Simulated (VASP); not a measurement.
The system is AgCl.

```
CELL_PARAMETERS angstrom
0.00000 2.77317 2.77317
2.77317 0.00000 2.77317
2.77317 2.77317 0.00000
ATOMIC_POSITIONS crystal
Ag 0.00000 0.00000 0.00000
Cl 0.50000 0.50000 0.50000
```

Base run:

| Item | Value |
| --- | --- |
| Program | VASP 6.6.1 |
| Functional | PBEsol |
| Potentials or basis | VASP PAW PBE potentials, release 64 (Ag, Cl) |
| Cutoff | 500 eV |
| k mesh | 6 × 6 × 6 |
| Occupations | gaussian, width 0.01 eV |
| Spin | no spin polarisation |

Its results: band gap on the k mesh 0.73 eV (least direct gap 3.06 eV); pressure -2.7 GPa.

Q: After a change of settings the same cell gave: band gap on the k mesh 1.11 eV (least direct gap 3.03 eV); pressure -2.2 GPa. Which change was it?
A. k mesh from 6 × 6 × 6 to 3 × 3 × 3
B. occupations from gaussian, width 0.01 eV to fermi-dirac, width 0.001 eV
C. occupations from gaussian, width 0.01 eV to tetrahedron

A: A.

Caveats: some runs use coarse meshes; the PAW data sets were made with another functional, which shifts forces and pressure a little; an odd mesh through Γ misses points on the zone boundary, where band edges can lie (at least some runs).
